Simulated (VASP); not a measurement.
# KF (Carobbiite) (Fm-3m) in VASP: notebook

KF (Carobbiite) is run at these levels: LDA, PBEsol, PBE; tasks: single point.

Program: VASP 6.6.1. These are calculated values, not measurements. Logs are shortened: lines on timing, memory, paths and dates and some standing lists are left out, and cuts for length are marked.

## 1. The cell of the first run

It takes space group Fm-3m (No. 225, cubic). Conventional cell: a = 5.318 Å, b = 5.318 Å, c = 5.318 Å, α = 90.00°, β = 90.00°, γ = 90.00°. K (site symmetry m-3m) has 6 F at 2.66 Å within 3.5 Å. Within 3.5 Å of F (site symmetry m-3m) lie 6 K at 2.66 Å.

## 2. Single point, LDA

File INCAR:

```
ALGO = Normal
EDIFF = 1E-6
ENCUT = 520
ISIF = 2
ISMEAR = 0
LASPH = True
LCHARG = False
LREAL = False
LWAVE = False
NBANDS = 15
NELM = 60
PREC = Accurate
SIGMA = 0.01
```

File KPOINTS:

```
k-points
0
Gamma
  8 8 8
```

File POSCAR:

```
KF
1.0
    0.0000000000      2.6589566750      2.6589566750
    2.6589566750      0.0000000000      2.6589566750
    2.6589566750      2.6589566750      0.0000000000
K F
1 1
Direct
    0.0000000000      0.0000000000      0.0000000000
    0.5000000000      0.5000000000      0.5000000000
```

Potentials or basis: VASP PAW LDA potentials, release 64 (K_sv, F).

Command:

```
$ cat potpaw_LDA.64/K_sv/POTCAR potpaw_LDA.64/F/POTCAR > POTCAR
$ mpirun -np 1 vasp_std > vasp.out
```

OUTCAR:

```text
EDIFF = 1E-6
   ENCUT = 520
   ISIF = 2
   ISMEAR = 0
   LASPH = True
   LREAL = False
   NELM = 60
   PREC = Accurate

 ion  position               nearest neighbor table
   1  0.000  0.000  0.000-   2 2.66   2 2.66   2 2.66   2 2.66   2 2.66   2 2.66
   2  0.500  0.500  0.500-   1 2.66   1 2.66   1 2.66   1 2.66   1 2.66   1 2.66

  LATTYP: Found a face centered cubic cell.
 ALAT       =     5.3179133500

  Lattice vectors:

 A1 = (   0.0000000000,   2.6589566750,   2.6589566750)
 A2 = (   2.6589566750,   0.0000000000,   2.6589566750)
 A3 = (   2.6589566750,   2.6589566750,   0.0000000000)

Analysis of symmetry for initial positions (statically):
=====================================================================
 Subroutine PRICEL returns:
 Original cell was already a primitive cell.

 Routine SETGRP: Setting up the symmetry group for a
 face centered cubic supercell.

 Subroutine GETGRP returns: Found 48 space group operations
 (whereof 48 operations were pure point group operations)
 out of a pool of 48 trial point group operations.

The static configuration has the point symmetry O_h .

Analysis of symmetry for dynamics (positions and initial velocities):
=====================================================================
 Subroutine PRICEL returns:
 Original cell was already a primitive cell.

 Routine SETGRP: Setting up the symmetry group for a
 face centered cubic supercell.

 Subroutine GETGRP returns: Found 48 space group operations
 (whereof 48 operations were pure point group operations)
 out of a pool of 48 trial point group operations.

The dynamic configuration has the point symmetry O_h .

 Subroutine INISYM returns: Found 48 space group operations
 (whereof 48 operations are pure point group operations),
 and found     1 'primitive' translations

----------------------------------------------------------------------------------------

                                     Primitive cell

  volume of cell :      37.5979

  direct lattice vectors                    reciprocal lattice vectors
     0.000000000  2.658956675  2.658956675    -0.188043681  0.188043681  0.188043681
     2.658956675  0.000000000  2.658956675     0.188043681 -0.188043681  0.188043681
     2.658956675  2.658956675  0.000000000     0.188043681  0.188043681 -0.188043681

  length of vectors
     3.760332592  3.760332592  3.760332592     0.325701209  0.325701209  0.325701209

  position of ions in fractional coordinates (direct lattice)
     0.000000000  0.000000000  0.000000000
     0.500000000  0.500000000  0.500000000

  ion indices of the primitive-cell ions
   primitive index   ion index
                 1           1
[... 80 lines left out ...]
   ISYM   =      2    0-nonsym 1-usesym 2-fastsym
   POTIM  = 0.5000    time-step for ionic-motion
   TEBEG  =    0.0;   TEEND  =   0.0 temperature during run
   PSTRESS=    0.0 pullay stress
   NELECT =      16.0000    total number of electrons
   NUPDOWN=      -1.0000    fix difference up-down
   EMIN   =  10.00;   EMAX   =-10.00  energy-range for DOS
   EFERMI =   0.00;   METHOD = LEGACY
   ISMEAR =     0;   SIGMA  =   0.01  broadening in eV -4-tet -1-fermi 0-gaus
   EFERMI_NEDOS =   21; number of points for ismear=-14 and -15
   IALGO  =     38    algorithm
   IMIX   =      4    mixing-type and parameters
     AMIX     =   0.40;   BMIX     =  1.00
     AMIX_MAG =   1.60;   BMIX_MAG =  1.00
  volume/ion in A,a.u.               =      18.80       126.86
  Fermi-wavevector in a.u.,A,eV,Ry     =   1.231384  2.326979 20.630609  1.516307
  Thomas-Fermi vector in A             =   2.366196
   LORBIT       =      0    0 simple, 1 ext, 2 COOP (PROOUT), +10 PAW based schemes
   GGA     = CA    functional components
   LHFCALC =     F    Hartree Fock is set to
   AEXX    =    0.0000 exact exchange contribution
   IVDW    =     0    specifies the selected vdW correction
   LEPSILON=     F    determine dielectric tensor
   LRPA    =     F    only Hartree local field effects (RPA)
 non-spin polarized calculation
 Gauss-broadening in eV      SIGMA  =   0.01
  energy-cutoff  :      520.00
  volume of cell :       37.60
 maximum number of plane-waves:      1036
   NGX = 13   NGY = 13   NGZ = 13

 number of electron      16.0000010 magnetization

 Free energy of the ion-electron system (eV)
  ---------------------------------------------------
  ext. energy  EPLUGINS =         0.00000000
  ---------------------------------------------------
  free energy    TOTEN  =        -9.04455719 eV

  energy without entropy =       -9.04455719  energy(sigma->0) =       -9.04455719

 E-fermi :  -3.0475     XC(G=0):  -9.1900

 val. band max:       -3.1929239870   @ k =   0.0000   0.0000   0.0000
 cond. band min:       2.6724971772   @ k =   0.0000   0.0000   0.0000
 fundamental gap:      5.8654211642
 Fermi energy:        -3.0474503046

 k-point     1 :       0.0000    0.0000    0.0000
  band No.  band energies     occupation
      1     -28.7857      2.00000
      2     -21.4169      2.00000
      3     -12.2465      2.00000
      4     -12.2465      2.00000
      5     -12.2465      2.00000
      6      -3.1929      2.00000
      7      -3.1929      2.00000
      8      -3.1929      2.00000
      9       2.6725      0.00000
     10       7.3600      0.00000
     11       7.3600      0.00000
     12       7.3600      0.00000
     13       9.1136      0.00000
     14       9.1136      0.00000
[... 401 lines left out ...]
      2     -21.4969      2.00000
      3     -12.6060      2.00000
      4     -12.4932      2.00000
      5     -12.3262      2.00000
      6      -3.8071      2.00000
      7      -3.4906      2.00000
      8      -3.4622      2.00000
      9       5.9692      0.00000
     10       6.6496      0.00000
     11       8.4292      0.00000
     12       9.5183      0.00000
     13      10.8351      0.00000
     14      11.8544      0.00000
     15      12.0217      0.00000

 [... further k-points ...]
[... 5 lines left out ...]
  --------------------------------------------------------------------------------------
  -------------------------------------------------------------------------------------
  Total       -0.7056360     -0.7056360     -0.7056360      0.0000000      0.0000000      0.0000000
  in kB      -30.0695938    -30.0695938    -30.0695938      0.0000000      0.0000000      0.0000000
  external PRESSURE =     -30.0695938 kB  Pullay stress =       0.0000000 kB

 VOLUME and BASIS-vectors are now :
 -----------------------------------------------------------------------------
  energy-cutoff  :      520.00
  volume of cell :       37.60
      direct lattice vectors                 reciprocal lattice vectors
     0.000000000  2.658956675  2.658956675    -0.188043681  0.188043681  0.188043681
     2.658956675  0.000000000  2.658956675     0.188043681 -0.188043681  0.188043681
     2.658956675  2.658956675  0.000000000     0.188043681  0.188043681 -0.188043681

 POSITION                                       TOTAL-FORCE (eV/Angst)
 -----------------------------------------------------------------------------------
      0.00000      0.00000      0.00000        -0.000000      0.000000     -0.000000
      2.65896      2.65896      2.65896         0.000000     -0.000000      0.000000
 -----------------------------------------------------------------------------------
    total drift:                                0.000000      0.000000      0.000000

  FREE ENERGIE OF THE ION-ELECTRON SYSTEM (eV)
  ---------------------------------------------------
  free  energy   TOTEN  =        -9.0445571853 eV

  energy  without entropy=       -9.0445571853  energy(sigma->0) =       -9.04455719
```

Run time: 13 s. Hardware: 1 thread of Intel Xeon Platinum 8488C (Sapphire Rapids), shared host; peak memory 0.14 GiB.

What came out:

| Quantity | Value |
| --- | --- |
| Free energy | -9.0446 eV |
| Pressure | -3.0 GPa |
| Band gap on the k mesh | 5.87 eV, direct |

Levels at points of the mesh, in eV from the valence-band top:
```
           k point  band 6  band 7  band 8  band 9  band 10  band 11
(0.00, 0.00, 0.00)    0.00    0.00    0.00    5.87    10.55    10.55
(0.50, 0.00, 0.00)   -0.86   -0.38   -0.38    8.84    10.32    12.04
(0.50, 0.50, 0.00)   -0.21   -0.05   -0.05    7.91    10.20    11.51
```

A k mesh can miss the band edges. As with any semilocal functional, this LDA gap is likely too small.

## 3. Single point, PBEsol

This run uses another cell than the first one, of 18.68 Å³/atom, 0.994 times its volume.

File INCAR:

```
PREC = Accurate
ENCUT = 520
EDIFF = 1E-7
ISMEAR = -1
SIGMA = 0.02
LREAL = F
LASPH = T
NELM = 80
ALGO = Normal
ISIF = 2
LWAVE = F
LCHARG = F
GGA = PS
NBANDS = 15
```

File KPOINTS:

```
Automatic mesh
0
Gamma
  8 8 8
```

File POSCAR:

```
KF
1.0
    0.0000000000      2.6535253009      2.6535253009
    2.6535253009      0.0000000000      2.6535253009
    2.6535253009      2.6535253009      0.0000000000
K F
1 1
Direct
    0.0000000000      0.0000000000      0.0000000000
    0.5000000000      0.5000000000      0.5000000000
```

Potentials or basis: VASP PAW PBE potentials, release 64 (K_sv, F).

Command:

```
$ cat potpaw_PBE.64/K_sv/POTCAR potpaw_PBE.64/F/POTCAR > POTCAR
$ mpirun -np 1 vasp_std > vasp.out
```

Run time: 13 s. Hardware: 1 thread of Intel Xeon Platinum 8488C (Sapphire Rapids), shared host; peak memory 0.16 GiB.

The run converged. Its results:

```
Free energy            : -8.5201 eV
Pressure               : 0.0 GPa
Band gap on the k mesh : 6.13 eV, direct
```

Levels at points of the mesh, in eV from the valence-band top:
```csv
k point,band 5,band 6,band 7,band 8,band 9,band 10,band 11,band 12
"(0.00, 0.00, 0.00)",-9.20,0.00,0.00,0.00,6.13,10.69,10.69,10.69
"(0.50, 0.00, 0.00)",-9.24,-0.84,-0.37,-0.37,9.06,10.61,12.15,12.15
"(0.50, 0.50, 0.00)",-9.44,-0.20,-0.05,-0.05,8.11,10.35,11.82,13.71
```

Caveat: the PAW data sets were made with another functional, which shifts forces and pressure a little. A k mesh can miss the band edges.

## 4. Single point, PBE

This run uses another cell than the first one, of 19.89 Å³/atom, 1.058 times its volume.

File INCAR:

```
ALGO = Normal ; EDIFF = 1E-7
ENCUT = 520 ; GGA = PE
ISIF = 2 ; ISMEAR = -1
LASPH = True ; LCHARG = False
LREAL = False ; LWAVE = False
NBANDS = 15 ; NELM = 80
PREC = Accurate ; SIGMA = 0.02
```

File KPOINTS:

```
k-points
0
Gamma
  8 8 8
```

File POSCAR:

```
KF
1.0
    0.0000000000      2.7093664331      2.7093664331
    2.7093664331      0.0000000000      2.7093664331
    2.7093664331      2.7093664331      0.0000000000
K F
1 1
Direct
    0.0000000000      0.0000000000      0.0000000000
    0.5000000000      0.5000000000      0.5000000000
```

Potentials or basis: VASP PAW PBE potentials, release 64 (K_sv, F).

Command:

```
$ cat potpaw_PBE.64/K_sv/POTCAR potpaw_PBE.64/F/POTCAR > POTCAR
$ mpirun -np 1 vasp_std > vasp.out
```

OUTCAR:

```text
EDIFF = 1E-7
   ENCUT = 520
   GGA = PE
   ISIF = 2
   ISMEAR = -1
   LASPH = True
   LREAL = False
   NELM = 80
   PREC = Accurate

 ion  position               nearest neighbor table
   1  0.000  0.000  0.000-   2 2.71   2 2.71   2 2.71   2 2.71   2 2.71   2 2.71
   2  0.500  0.500  0.500-   1 2.71   1 2.71   1 2.71   1 2.71   1 2.71   1 2.71

  LATTYP: Found a face centered cubic cell.
 ALAT       =     5.4187328662

  Lattice vectors:

 A1 = (   0.0000000000,   2.7093664331,   2.7093664331)
 A2 = (   2.7093664331,   0.0000000000,   2.7093664331)
 A3 = (   2.7093664331,   2.7093664331,   0.0000000000)

Analysis of symmetry for initial positions (statically):
=====================================================================
 Subroutine PRICEL returns:
 Original cell was already a primitive cell.

 Routine SETGRP: Setting up the symmetry group for a
 face centered cubic supercell.

 Subroutine GETGRP returns: Found 48 space group operations
 (whereof 48 operations were pure point group operations)
 out of a pool of 48 trial point group operations.

The static configuration has the point symmetry O_h .

Analysis of symmetry for dynamics (positions and initial velocities):
[... 165 lines left out ...]
 k-point     1 :       0.0000    0.0000    0.0000
  band No.  band energies     occupation
      1     -29.1684      2.00000
      2     -21.5464      2.00000
      3     -12.4472      2.00000
      4     -12.4472      2.00000
      5     -12.4472      2.00000
      6      -2.9121      2.00000
      7      -2.9121      2.00000
      8      -2.9121      2.00000
      9       3.0397      0.00000
     10       7.6488      0.00000
     11       7.6488      0.00000
     12       7.6488      0.00000
     13       9.2658      0.00000
     14       9.2658      0.00000
[... 401 lines left out ...]
      2     -21.5946      2.00000
      3     -12.7329      2.00000
      4     -12.6363      2.00000
      5     -12.5139      2.00000
      6      -3.4526      2.00000
      7      -3.1715      2.00000
      8      -3.1563      2.00000
      9       6.3180      0.00000
     10       6.9738      0.00000
     11       8.5293      0.00000
     12       9.5853      0.00000
     13      10.7855      0.00000
     14      11.7739      0.00000
     15      11.9335      0.00000

 [... further k-points ...]
[... 5 lines left out ...]
  --------------------------------------------------------------------------------------
  -------------------------------------------------------------------------------------
  Total        0.0112585      0.0112585      0.0112585      0.0000000      0.0000000     -0.0000000
  in kB        0.4534789      0.4534789      0.4534789      0.0000000      0.0000000     -0.0000000
  external PRESSURE =       0.4534789 kB  Pullay stress =       0.0000000 kB

 VOLUME and BASIS-vectors are now :
 -----------------------------------------------------------------------------
  energy-cutoff  :      520.00
  volume of cell :       39.78
      direct lattice vectors                 reciprocal lattice vectors
     0.000000000  2.709366433  2.709366433    -0.184544990  0.184544990  0.184544990
     2.709366433  0.000000000  2.709366433     0.184544990 -0.184544990  0.184544990
     2.709366433  2.709366433  0.000000000     0.184544990  0.184544990 -0.184544990

 POSITION                                       TOTAL-FORCE (eV/Angst)
 -----------------------------------------------------------------------------------
      0.00000      0.00000      0.00000         0.000000      0.000000      0.000000
      2.70937      2.70937      2.70937         0.000000     -0.000000     -0.000000
 -----------------------------------------------------------------------------------
    total drift:                                0.000000      0.000000      0.000000

  FREE ENERGIE OF THE ION-ELECTRON SYSTEM (eV)
  ---------------------------------------------------
  free  energy   TOTEN  =        -8.2992030190 eV

  energy  without entropy=       -8.2992030190  energy(sigma->0) =       -8.29920302
```

Wall time 15 s (1 thread of Intel Xeon Platinum 8488C (Sapphire Rapids), shared host); peak memory 0.16 GiB.

What came out:

- Free energy: -8.2992 eV
- Pressure: 0.0 GPa
- Band gap on the k mesh: 5.95 eV, direct

A k mesh can miss the band edges.

## 5. Overview

| level | potentials or basis | cell | smearing | gap on the mesh (eV) | pressure (GPa) |
| --- | --- | --- | --- | --- | --- |
| LDA | VASP PAW LDA potentials, release 64 (K_sv, F) | a = 3.760 Å, angles 60.0°, 2 atoms | gaussian 0.01 eV | 5.87 | -3.0 |
| PBEsol | VASP PAW PBE potentials, release 64 (K_sv, F) | a = 3.753 Å, angles 60.0°, 2 atoms | fermi-dirac 0.02 eV | 6.13 | 0.0 |
| PBE | VASP PAW PBE potentials, release 64 (K_sv, F) | a = 3.832 Å, angles 60.0°, 2 atoms | fermi-dirac 0.02 eV | 5.95 | 0.0 |

Alike in all rows: task single point; no spin polarisation; k mesh 8 × 8 × 8; cutoff (eV) 520.

Caveats: the PAW data sets were made with another functional, which shifts forces and pressure a little (some runs).

Total energies depend on the potentials used, so only differences within one code and one set of settings carry meaning.
